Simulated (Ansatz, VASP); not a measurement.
# RbBr in VASP and in Ansatz

```
Rb Br
1.0
     4.12608    0.00000    0.00000
     0.00000    4.12608    0.00000
     0.00000    0.00000    4.12608
Rb Br
1 1
Direct
  0.00000 0.00000 0.00000
  0.41000 0.49151 0.49062
```

Change from the starting cell: one atom moved.

Alike in both runs: task single point; functional PBE; k mesh 6 × 6 × 6; occupations gaussian, width 0.02 eV; no spin polarisation.

```csv
,VASP,Ansatz
version,VASP 6.6.1,Ansatz 0.2.0
potentials or method,"VASP PAW PBE potentials, release 64 (Rb_sv, Br), cutoff 520 eV","scalar-relativistic, plane waves, PAW"
valence electrons in the cell,16,16
```

Ansatz gave:

| Item | Value |
| --- | --- |
| gap on the k mesh at the Fermi level (eV) | 4.12 |
| least direct gap on the mesh (eV) | 4.26 |
| pressure (GPa) | 1.5 |
| traceless stress, the component that is largest in VASP (GPa) | -0.24 |
| rms of the force components (eV/Å) | 0.185 |

Q: Estimate VASP's values.

A: gap on the k mesh at the Fermi level (eV): 4.12; least direct gap on the mesh (eV): 4.26; pressure (GPa): 1.5; traceless stress, the component that is largest in VASP (GPa): -0.24; rms of the force components (eV/Å): 0.187.

Atom by atom the forces differ by 0.002 eV/Å (rms over components). The functional is the same, so the differences come from potentials, cutoffs and numerics.
